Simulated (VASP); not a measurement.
O: single point with PBE

The system is O.

```
CELL_PARAMETERS angstrom
4.26000 0.00000 0.00000
0.00000 4.26000 0.00000
0.00000 0.00000 4.26000
ATOMIC_POSITIONS crystal
O 0.00000 0.00000 0.00000
O 0.50000 0.50000 0.50000
```

| Item | Value |
| --- | --- |
| Program | VASP 6.6.1 |
| Task | single point |
| Functional | PBE |
| Potentials or basis | VASP PAW PBE potentials, release 64 (O) |
| Cutoff | 520 eV |
| k mesh | 6 × 6 × 6 |
| Occupations | gaussian, width 0.1 eV |
| Spin | collinear spin, ferromagnetic start |
| Starting moments | [1.0, 1.0] μB |
| Dipole correction | no |
| Further INCAR settings | ALGO = Normal; EDIFF = 1e-06; NBANDS = 17 |

The pressure is -2.2 GPa, the band gap on the k mesh is zero (filled and empty bands overlap) and the net moment is 4.00 μB per cell. The site moments are O +1.59 μB and the valence electrons inside the program's atomic spheres are O 4.53.

Levels at points of the mesh, in eV from the Fermi level:
Spin up:
```csv
k point,band 5,band 6,band 7,band 8,band 9,band 10,band 11,band 12
"(0.00, 0.00, 0.00)",-3.12,-2.82,-2.82,-2.82,5.83,11.72,11.72,14.04
"(0.50, 0.00, 0.00)",-2.97,-2.97,-2.97,-2.97,8.07,8.07,13.77,13.77
"(0.50, 0.50, 0.00)",-2.95,-2.95,-2.83,-2.83,9.89,9.89,9.94,9.94
"(0.50, 0.50, 0.50)",-3.06,-3.06,-3.06,-3.06,11.22,11.22,11.22,11.22
```
Spin down:
```csv
k point,band 1,band 2,band 3,band 4,band 5,band 6,band 7,band 8,band 9
"(0.00, 0.00, 0.00)",-14.79,-14.62,-0.04,-0.04,-0.04,0.42,0.42,0.42,6.59
"(0.50, 0.00, 0.00)",-14.69,-14.69,-0.04,-0.04,0.20,0.20,0.20,0.20,9.02
"(0.50, 0.50, 0.00)",-14.68,-14.68,-0.37,-0.37,0.22,0.22,0.40,0.40,10.63
"(0.50, 0.50, 0.50)",-14.67,-14.67,0.03,0.03,0.03,0.03,0.03,0.03,12.12
```

Run time: 41 s on 1 thread of Intel Xeon 8259CL, on a shared host, peak memory 0.21 GiB.
